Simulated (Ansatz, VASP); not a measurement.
**One calculation of CdHgS2, two programs**

```
CELL_PARAMETERS angstrom
4.18085 0.00000 0.00000
0.00000 4.18085 0.00000
0.00000 0.00000 5.88430
ATOMIC_POSITIONS crystal
Cd 0.00000 0.00000 0.00000
S 0.00000 0.50000 0.24656
S 0.50000 0.00000 0.75344
Hg 0.50000 0.50000 0.50000
```

Alike in both runs: task single point; functional PBEsol; k mesh 4 × 4 × 4; no spin polarisation.

|  | VASP | Ansatz |
| --- | --- | --- |
| version | VASP 6.6.1 | Ansatz 0.2.0 |
| potentials or method | VASP PAW PBE potentials, release 64 (Cd, S, Hg) | plane waves |
| plane-wave cutoff (eV) | 500 | 420 |
| occupations | gaussian, width 0.01 eV | fixed |
| valence electrons in the cell | 36 | 52 |

```tsv
	VASP	Ansatz	Ansatz less VASP
gap on the k mesh at the Fermi level (eV)	0.15	0.15	-0.001
pressure (GPa)	-1.2	-1.5	-0.33
rms of the force components (eV/Å)	0.004	0.005	+0.0003
```

VASP's potentials were made for PBE, not for PBEsol. VASP's potentials hold 36 valence electrons a cell and Ansatz's 52, so a difference there can come from the potentials and not from the codes.

Neither program's run includes spin-orbit coupling.
